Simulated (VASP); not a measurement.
Set up this calculation in VASP 6.6.1, as the native input.

| Quantity | Value |
| --- | --- |
| Task | single point |
| Functional | r2SCAN |
| Potentials or basis | VASP PAW PBE potentials, release 64 (Pt) |
| Cutoff | 520 eV |
| k mesh | 22 × 22 × 22 |
| Occupations | fermi-dirac, width 0.1 eV |
| Spin | no spin polarisation |
| Dipole correction | no |
| Further INCAR settings | ALGO = Normal; EDIFF = 1e-06; NBANDS = 11 |

Pt:

```
CELL_PARAMETERS angstrom
0.00000 2.04644 2.04644
2.04644 0.00000 2.04644
2.04644 2.04644 0.00000
ATOMIC_POSITIONS crystal
Pt 0.00000 0.00000 0.00000
```

This cell differs from its parent crystal: volume scaled by 1.12.

One way to write it, as run:

POSCAR

```
Pt
1.0
    0.0000000000      2.0464414197      2.0464414197
    2.0464414197      0.0000000000      2.0464414197
    2.0464414197      2.0464414197      0.0000000000
Pt
1
Direct
    0.0000000000      0.0000000000      0.0000000000
```

INCAR.step1

```
PREC     = Accurate       # precision mode
ENCUT    = 520            # plane-wave cutoff, eV
ISMEAR   = -1             # smearing method
SIGMA    = 0.1            # smearing width, eV
LREAL    = F              # projectors in reciprocal space
LASPH    = T              # aspherical terms in the spheres
NELM     = 80             # most SCF steps
NBANDS   = 11             # bands
GGA      = PE             # functional
ALGO     = Normal         # electronic algorithm
EDIFF    = 1E-4           # SCF threshold, eV
LWAVE    = T              # write WAVECAR
LCHARG   = F              # write CHGCAR
```

INCAR.step2

```
PREC     = Accurate       # precision mode
ENCUT    = 520            # plane-wave cutoff, eV
EDIFF    = 1E-6           # SCF threshold, eV
ISMEAR   = -1             # smearing method
SIGMA    = 0.1            # smearing width, eV
LREAL    = F              # projectors in reciprocal space
LASPH    = T              # aspherical terms in the spheres
NELM     = 80             # most SCF steps
ALGO     = Normal         # electronic algorithm
ISIF     = 2              # what is computed and relaxed
LWAVE    = F              # write WAVECAR
LCHARG   = F              # write CHGCAR
METAGGA  = R2SCAN         # meta-GGA
LMIXTAU  = T            
NBANDS   = 11             # bands
ISTART   = 1
```

KPOINTS

```
regular mesh
0
Gamma
  22 22 22
```

Potentials or basis: VASP PAW PBE potentials, release 64 (Pt).

Command:

```bash
$ cat potpaw_PBE.64/Pt/POTCAR > POTCAR
$ cp INCAR.step1 INCAR
$ mpirun -np 1 vasp_std > vasp.out
$ cp INCAR.step2 INCAR
$ mpirun -np 1 vasp_std > vasp.out
```

It gave:

| Property | Result |
| --- | --- |
| Pressure | -22.0 GPa |
| Band gap on the k mesh | zero (band 5 reaches 9.13 eV, above the bottom of band 6 at 7.21 eV) |

Caveat: the PAW data sets were made with another functional, which shifts forces and pressure a little; spin-orbit coupling is left out, which moves the levels of the heavy elements.

Wall time 100 s on 1 thread of Intel(R) Xeon(R) Platinum 8488C (Sapphire Rapids), with other jobs on the host, peak memory 0.19 GiB.
